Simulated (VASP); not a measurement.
# SbW24S47 (a cell with a defect) in VASP: single point with PBE

Aim: the single point of SbW24S47 (a cell with a defect) with PBE.

Program: VASP 6.6.1. These are calculated values, not measurements. Logs are shortened: lines on timing, memory, paths and dates and some standing lists are left out, and cuts for length are marked.

## 1. The cell of the first run

The cell holds a defect, 72 atoms: a = 10.833 Å, b = 10.833 Å, c = 12.165 Å, α = 90.00°, β = 90.00°, γ = 120.00°.

## 2. Single point, PBE

Contents of INCAR:

```
PREC = Accurate
ENCUT = 400
EDIFF = 1E-6
ISMEAR = 0
SIGMA = 0.01
LREAL = Auto
LASPH = True
NELM = 120
ALGO = Normal
ISIF = 2
LWAVE = False
LCHARG = True
GGA = PE
LELF = True
LVHAR = True
NELECT = 622.0
NBANDS = 354
GGA_COMPAT = False
```

Contents of KPOINTS:

```
Automatic mesh
0
Gamma
  1 1 1
  0.25 0.25 0.25
```

Contents of POSCAR:

```
SbW24S47
1.0
    9.3812495129      5.4162668230      0.0000000000
   -9.3812494189      5.4162669859      0.0000000000
    0.0000000000      0.0000000000     12.1647637100
W S Sb
24 47 1
Direct
   -0.0023611655      0.3310758701      0.2483038016
    0.1637331840      0.1649873847      0.2483004700
    0.3294666716     -0.0018955832      0.2473203674
    0.0018029060      0.1691590819      0.7499164557
    0.1681491167      0.0022718283      0.7502807672
    0.3354214680      0.3352271441      0.7509557162
   -0.0031070695      0.8311470658      0.2479886257
    0.1659484345      0.6671306377      0.2465342389
    0.3339736075      0.5013107736      0.2420455842
    0.0011800000      0.6689075217      0.7505129849
    0.1678669963      0.5027460489      0.7509588280
    0.3338709982      0.8355079126      0.7516064309
    0.4997684327      0.3332923769      0.2465383662
    0.6637934600      0.1642419386      0.2479915390
    0.8272980269     -0.0053432910      0.2486835513
    0.5015583112      0.1685353811      0.7505199870
    0.6688185962      0.0029601869      0.7515078872
    0.8349034393      0.3354847449      0.7502921103
    0.4909248848      0.8293121024      0.2454329248
    0.6618916257      0.6581993151      0.2454547551
    0.8307384208      0.4968028906      0.2473480136
    0.5015221841      0.6688697350      0.7518887265
    0.6681696702      0.5012330108      0.7515789783
    0.8356120658      0.8361766835      0.7514876163
    0.0015210152      0.3356066438      0.6201437595
    0.1682488109      0.1688843638      0.6201369465
    0.3345048192      0.0016785906      0.6206080345
   -0.0045607353      0.1627884643      0.1192984392
    0.1625965976     -0.0017800643      0.1178100360
    0.3298820517      0.3300723782      0.1163228017
    0.0013299700      0.3350177284      0.8802859289
    0.1676793128      0.1686901340      0.8802797894
    0.3343618685      0.0025824701      0.8808594679
   -0.0038956317      0.1634411974      0.3774065543
    0.1636715611     -0.0014396659      0.3781074600
    0.3349344084      0.3363653755      0.3753299051
    0.0008538024      0.8353679583      0.6205641359
    0.1676920230      0.6690847690      0.6206679990
    0.3349496679      0.5022971942      0.6223799916
   -0.0030030431      0.6648320776      0.1175552009
    0.1627178450      0.4972198152      0.1163279382
    0.3286821786      0.8324397834      0.1147154405
    0.0019226075      0.8355929580      0.8808266705
    0.1671566192      0.6685176674      0.8810747204
    0.3341372098      0.5014787455      0.8810888739
   -0.0017369195      0.6645290785      0.3770197157
    0.1690373692      0.5023004179      0.3753277401
    0.3287927374      0.8324469483      0.3779456429
    0.5017192969      0.3350171179      0.6206524150
    0.6680117627      0.1682080297      0.6205730278
    0.8343234411      0.0016823808      0.6206667037
    0.4974798631      0.1643498491      0.1175471229
    0.6633097608     -0.0023115473      0.1175116588
    0.8308793917      0.3299546549      0.1178298226
    0.5011940715      0.3345424008      0.8810685202
    0.6682389855      0.1692781726      0.8808408587
    0.8355410806      0.0028807960      0.8811092666
    0.4971455100      0.1655814773      0.3770281524
    0.6594942901     -0.0067673336      0.3772281237
    0.8312091740      0.3310058637      0.3781263467
    0.5009436291      0.8367387653      0.6230780972
    0.6693808965      0.6683037302      0.6230549577
    0.8343429251      0.5018457963      0.6205953864
    0.4994893197      0.6668406010      0.1157727158
    0.6650882847      0.4960272714      0.1147168227
    0.8302920684      0.8306248714      0.1175477126
    0.5012866428      0.8357968880      0.8814376539
    0.6684374114      0.6686121272      0.8814233701
    0.8352088020      0.5017197330      0.8808473050
    0.6650599188      0.4961012807      0.3779636348
    0.8258731805      0.8268496370      0.3772128352
    0.5006758297      0.6680769633      0.4194967583
```

Potentials or basis: VASP PAW PBE potentials, release 64 (W_sv, S, Sb).

Started as:

```sh
$ cat potpaw_PBE.64/W_sv/POTCAR potpaw_PBE.64/S/POTCAR potpaw_PBE.64/Sb/POTCAR > POTCAR
$ mpirun -np 1 vasp_std > vasp.out
```

OUTCAR:

```text
PREC = Accurate
   ENCUT = 400
   EDIFF = 1E-6
   ISMEAR = 0
   LREAL = Auto
   LASPH = True
   NELM = 120
   ISIF = 2
   GGA = PE
   NELECT = 622.0

 ion  position               nearest neighbor table
   1  0.998  0.331  0.248-  34 2.39  60 2.40  28 2.40  54 2.40  41 2.41  47 2.41   2 3.12  21 3.12
                            14 3.13   8 3.15  15 3.16   9 3.16
   2  0.164  0.165  0.248-  34 2.39  35 2.40  28 2.40  29 2.40  30 2.41  36 2.41   1 3.12   3 3.12
                             7 3.13  13 3.15   9 3.16  15 3.16
   3  0.329  0.998  0.247-  48 2.39  29 2.40  35 2.40  52 2.40  58 2.41  42 2.41  19 3.10   8 3.11
                             7 3.12   2 3.12  14 3.14  13 3.14
   4  0.002  0.169  0.750-  25 2.40  26 2.40  31 2.40  32 2.40  51 2.40  57 2.41  24 3.12  17 3.12
                            18 3.13   5 3.13  11 3.13   6 3.13
   5  0.168  0.002  0.750-  27 2.40  33 2.40  32 2.40  26 2.40  37 2.40  43 2.40  12 3.12  24 3.12
                             6 3.12   4 3.13  10 3.13  16 3.13
   6  0.335  0.335  0.751-  39 2.39  55 2.40  32 2.40  49 2.40  45 2.40  26 2.41  23 3.12  16 3.12
                             5 3.12   4 3.13  22 3.13  11 3.14
   7  0.997  0.831  0.248-  46 2.40  29 2.40  66 2.40  40 2.40  35 2.40  71 2.41   3 3.12   8 3.12
                            15 3.13   2 3.13  21 3.14  20 3.14
   8  0.166  0.667  0.247-  47 2.39  48 2.39  42 2.39  40 2.40  46 2.40  41 2.42  19 3.05   3 3.11
                             7 3.12   9 3.13  21 3.14   1 3.15
   9  0.334  0.501  0.242-  64 2.36  30 2.39  41 2.39  36 2.42  47 2.42  72 2.81  20 3.08  19 3.08
[... 66 lines left out ...]
  60  0.831  0.331  0.378-   1 2.40  21 2.40  14 2.40
  61  0.501  0.837  0.623-  12 2.39  17 2.39  22 2.40  72 3.08
  62  0.669  0.668  0.623-  23 2.39  24 2.39  22 2.40  72 3.08
  63  0.834  0.502  0.621-  18 2.40  23 2.40  10 2.40
  64  0.499  0.667  0.116-   9 2.36  20 2.40  19 2.40
  65  0.665  0.496  0.115-  20 2.38  13 2.39  21 2.41
  66  0.830  0.831  0.118-  15 2.40   7 2.40  20 2.41
  67  0.501  0.836  0.881-  22 2.40  12 2.40  17 2.41
  68  0.668  0.669  0.881-  22 2.40  23 2.40  24 2.41
  69  0.835  0.502  0.881-  23 2.40  18 2.40  10 2.40
  70  0.665  0.496  0.378-  13 2.39  21 2.39  20 2.40  72 3.20
  71  0.826  0.827  0.377-  15 2.39  20 2.41   7 2.41  72 3.09
  72  0.501  0.668  0.419-  19 2.78  20 2.78   9 2.81  39 3.05  61 3.08  62 3.08  59 3.09  71 3.09
                            47 3.16  36 3.16  48 3.19  70 3.20

  LATTYP: Found a hexagonal cell.
 ALAT       =    10.8325338089
 C/A-ratio  =     1.1229841443

  Lattice vectors:

 A1 = (   9.3812495129,   5.4162668230,   0.0000000000)
 A2 = (  -9.3812494189,   5.4162669859,   0.0000000000)
 A3 = (   0.0000000000,   0.0000000000,  12.1647637100)

Analysis of symmetry for initial positions (statically):
=====================================================================
 Subroutine PRICEL returns:
[... 256 lines left out ...]
   NUPDOWN=      -1.0000    fix difference up-down
   EMIN   =  10.00;   EMAX   =-10.00  energy-range for DOS
   EFERMI =   0.00;   METHOD = LEGACY
   ISMEAR =     0;   SIGMA  =   0.01  broadening in eV -4-tet -1-fermi 0-gaus
   EFERMI_NEDOS =   21; number of points for ismear=-14 and -15
   IALGO  =     38    algorithm
   IMIX   =      4    mixing-type and parameters
     AMIX     =   0.40;   BMIX     =  1.00
     AMIX_MAG =   1.60;   BMIX_MAG =  1.00
  volume/ion in A,a.u.               =      17.17       115.87
  Fermi-wavevector in a.u.,A,eV,Ry     =   1.302087  2.460588 23.067749  1.695432
  Thomas-Fermi vector in A             =   2.433179
   LORBIT       =      0    0 simple, 1 ext, 2 COOP (PROOUT), +10 PAW based schemes
   GGA     = PE    functional components
   LHFCALC =     F    Hartree Fock is set to
   AEXX    =    0.0000 exact exchange contribution
   IVDW    =     0    specifies the selected vdW correction
   LEPSILON=     F    determine dielectric tensor
   LRPA    =     F    only Hartree local field effects (RPA)
 non-spin polarized calculation
 Gauss-broadening in eV      SIGMA  =   0.01
  energy-cutoff  :      400.00
  volume of cell :     1236.22
 maximum number of plane-waves:     22462
 NGX is ok and might be reduce to    72
   NGX = 35   NGY = 35   NGZ = 39

 number of electron     622.0000021 magnetization

 Free energy of the ion-electron system (eV)
  ---------------------------------------------------
  ext. energy  EPLUGINS =         0.00000000
  ---------------------------------------------------
  free energy    TOTEN  =      -571.44129652 eV

  energy without entropy =     -571.44129651  energy(sigma->0) =     -571.44129651

 E-fermi :   7.5085     XC(G=0): -11.1895

 val. band max:        7.4722434652   @ k =   0.2500   0.5000   0.2500
 cond. band min:       7.5447315386   @ k =  -0.2500   0.5000   0.2500
 fundamental gap:      0.0724880734
 Fermi energy:         7.5084649310

 k-point     1 :       0.2500    0.2500    0.2500
  band No.  band energies     occupation
      1     -66.6856      2.00000
      2     -66.6211      2.00000
      3     -66.6158      2.00000
      4     -66.6017      2.00000
      5     -66.6015      2.00000
      6     -66.5947      2.00000
[... 1945 lines left out ...]
    322       9.9214      0.00000
    323       9.9381      0.00000
 [bands above 323 left out]

------------------------ aborting loop because EDIFF is reached ----------------------------------------

  FORCE on cell =-STRESS in cart. coord.  units (eV):
  Direction    XX          YY          ZZ          XY          YZ          ZX
  --------------------------------------------------------------------------------------
  -------------------------------------------------------------------------------------
  Total       43.7786837     37.6785048     26.7760968     -0.0035085      0.5597724      0.0017366
  in kB       56.7386328     48.8325977     34.7027136     -0.0045471      0.7254837      0.0022507
  external PRESSURE =      46.7579814 kB  Pullay stress =       0.0000000 kB

 VOLUME and BASIS-vectors are now :
 -----------------------------------------------------------------------------
  energy-cutoff  :      400.00
  volume of cell :     1236.22
      direct lattice vectors                 reciprocal lattice vectors
     9.381249513  5.416266823  0.000000000     0.053297805  0.092314505  0.000000000
    -9.381249419  5.416266986  0.000000000    -0.053297804  0.092314506  0.000000000
     0.000000000  0.000000000 12.164763710     0.000000000  0.000000000  0.082204638

 POSITION                                       TOTAL-FORCE (eV/Angst)
 -----------------------------------------------------------------------------------
      6.25319      7.19667      3.02056        -0.056529      0.049223     -0.043823
     -0.01177      1.78044      3.02052         0.055235      0.050085     -0.047160
     -6.27266      7.19048      3.00859        -0.018114      0.043945      0.006252
     -1.57001      0.92598      9.12256         0.000242     -0.054206      0.038066
      1.55614      0.92305      9.12699        -0.005498     -0.031168      0.005174
      0.00182      3.63241      9.13520        -0.001813     -0.074804     -0.001736
[... 64 lines left out ...]
     -0.00916      8.95159      4.58871         0.060017      0.048776      0.042593
     -1.57043      6.33028      5.10308         0.001838     -0.075834      0.075146
 -----------------------------------------------------------------------------------
    total drift:                               -0.021316      0.031231      0.001488

  FREE ENERGIE OF THE ION-ELECTRON SYSTEM (eV)
  ---------------------------------------------------
  free  energy   TOTEN  =      -571.4412965150 eV

  energy  without entropy=     -571.4412965079  energy(sigma->0) =     -571.44129651
```

Run time: 2.1 h. Hardware: 1 thread of AMD EPYC 7R13, shared host; peak memory 1.5 GiB.

What came out:

```yaml
Free_energy: -571.4413 eV
Largest_force: 0.202 eV/Å
```

Forces in eV/Å, atoms in the order of the input:
```
W   -0.057  0.049 -0.044
W    0.055  0.050 -0.047
W   -0.018  0.044  0.006
W    0.000 -0.054  0.038
W   -0.005 -0.031  0.005
W   -0.002 -0.075 -0.002
W   -0.030 -0.003 -0.015
W    0.045 -0.030 -0.014
W    0.002  0.200 -0.022
W    0.004 -0.056  0.007
W   -0.003 -0.071 -0.001
W   -0.009 -0.032  0.018
W   -0.042 -0.031 -0.016
W    0.028 -0.003 -0.014
W    0.000  0.113 -0.107
W   -0.007 -0.055  0.009
W    0.012 -0.047  0.016
W    0.002 -0.026  0.004
W   -0.104 -0.046 -0.096
W    0.102 -0.037 -0.099
W    0.019  0.047  0.001
W   -0.002 -0.009  0.019
W    0.007 -0.037  0.019
W   -0.013 -0.051  0.020
S    0.002  0.034 -0.011
S    0.000  0.035 -0.010
S    0.004  0.022 -0.009
S    0.001 -0.003  0.049
S   -0.024 -0.002  0.004
S   -0.017 -0.016  0.001
S   -0.011  0.018  0.000
S    0.011  0.018 -0.001
S    0.002  0.013 -0.005
S   -0.001 -0.015  0.065
S   -0.005 -0.027  0.013
S    0.018 -0.058  0.040
S    0.008  0.024 -0.012
S    0.005  0.022 -0.003
S    0.000 -0.020 -0.012
S   -0.017  0.015  0.007
S    0.017 -0.015  0.001
S   -0.001  0.024  0.005
S   -0.007  0.021  0.002
S    0.014  0.006  0.003
S    0.000  0.031  0.000
S   -0.003 -0.033  0.018
S   -0.017 -0.058  0.039
S    0.038 -0.017  0.002
S   -0.005  0.025 -0.003
S   -0.006  0.022 -0.011
S    0.000  0.035 -0.006
S    0.018  0.017  0.007
S    0.027 -0.015  0.018
S    0.023 -0.002  0.003
S   -0.012  0.004  0.002
S    0.008  0.020  0.002
S    0.000  0.018 -0.022
S    0.003 -0.030  0.016
S   -0.058  0.052  0.041
S    0.005 -0.026  0.012
S    0.023  0.034 -0.016
S   -0.022  0.034 -0.015
S   -0.004  0.022 -0.008
S    0.000 -0.043 -0.018
S    0.002  0.024  0.007
S   -0.025 -0.015  0.015
S   -0.004  0.009 -0.006
S    0.003  0.013 -0.007
S    0.001  0.014 -0.005
S   -0.038 -0.015  0.004
S    0.060  0.049  0.043
Sb   0.002 -0.076  0.075
```

Caveat: the cell carries a net charge on a neutralising background, which shifts energy and pressure; the cell is charged against a uniform background, so pressure and absolute levels hang on convention; spin-orbit coupling is left out, which moves the levels of the heavy elements.
